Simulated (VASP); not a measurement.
Wanted: the native input for a VASP 6.6.1 run.

```
Task                   : single point
Functional             : PBE
Potentials or basis    : VASP PAW PBE potentials, release 64 (V_sv, Si, Pt)
Cutoff                 : 520 eV
k mesh                 : 4 × 4 × 4
Occupations            : gaussian, width 0.1 eV
Spin                   : collinear spin, ferromagnetic start
Starting moments       : [2.75, 0.0, 0.0, 0.0, 0.0] μB
Dipole correction      : no
Further INCAR settings : ALGO = Normal; EDIFF = 1e-06; NBANDS = 36
```

The structure of VSiPt3 lies in POSCAR:

```
VSiPt3
1.0
    4.5039450381      0.0000000000      0.0000000000
    0.0000000000      4.5039450381      0.0000000000
    0.0000000000      0.0000000000      4.5039450381
V Si Pt
1 1 3
Direct
    0.0000000000      0.0000000000      0.0000000000
    0.5000000000      0.5000000000      0.5000000000
    0.0000000000      0.5000000000      0.5000000000
    0.5000000000      0.0000000000      0.5000000000
    0.5000000000      0.5000000000      0.0000000000
```

These files were run (other wordings do the same):

INCAR

```
  PREC = Accurate
  ENCUT = 520
  EDIFF = 1E-6
  ISMEAR = 0
  SIGMA = 0.1
  LREAL = False
  LASPH = True
  NELM = 150
  ALGO = Normal
  ISIF = 2
  LWAVE = False
  LCHARG = False
  ISPIN = 2
  MAGMOM = 2.75 0 0 0 0
  LORBIT = 11
  LMAXMIX = 4
  GGA = PE
  NBANDS = 36
```

KPOINTS

```
Automatic mesh
0
Gamma
  4 4 4
```

Potentials or basis: VASP PAW PBE potentials, release 64 (V_sv, Si, Pt).

Launch:

```sh
$ cat potpaw_PBE.64/V_sv/POTCAR potpaw_PBE.64/Si/POTCAR potpaw_PBE.64/Pt/POTCAR > POTCAR
$ mpirun -np 1 vasp_std > vasp.out
```

It gave:

The pressure is 0.2 GPa. The net moment is 3.14 μB per cell and the site moments are V +2.58; Si +0.01; Pt +0.05 μB. The valence electrons inside the program's atomic spheres are V 11.08; Si 1.79; Pt 9.35.

Run time: 2 min on 1 thread of Intel Xeon 8259CL (shared host), peak memory 0.27 GiB.
